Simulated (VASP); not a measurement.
Ag:

```
Ag
1.0
     0.00000    2.04275    2.04275
     2.04275    0.00000    2.04275
     2.04275    2.04275    0.00000
Ag
1
Direct
  0.00000 0.00000 0.00000
```

Base run:

* Program: VASP 6.6.1
* Functional: r2SCAN
* Potentials or basis: VASP PAW PBE potentials, release 64 (Ag)
* Cutoff: 520 eV
* k mesh: 8 × 8 × 8
* Occupations: methfessel-paxton, width 0.05 eV
* Spin: no spin polarisation

Its results: pressure 2.2 GPa.

The run is repeated on the same cell with these changes: functional from r2SCAN to PBE; occupations from methfessel-paxton, width 0.05 eV to fermi-dirac, width 0.02 eV. What comes out?

Pressure 5.1 GPa.

Caveats: the PAW data sets were made with another functional, which shifts forces and pressure a little (some runs).
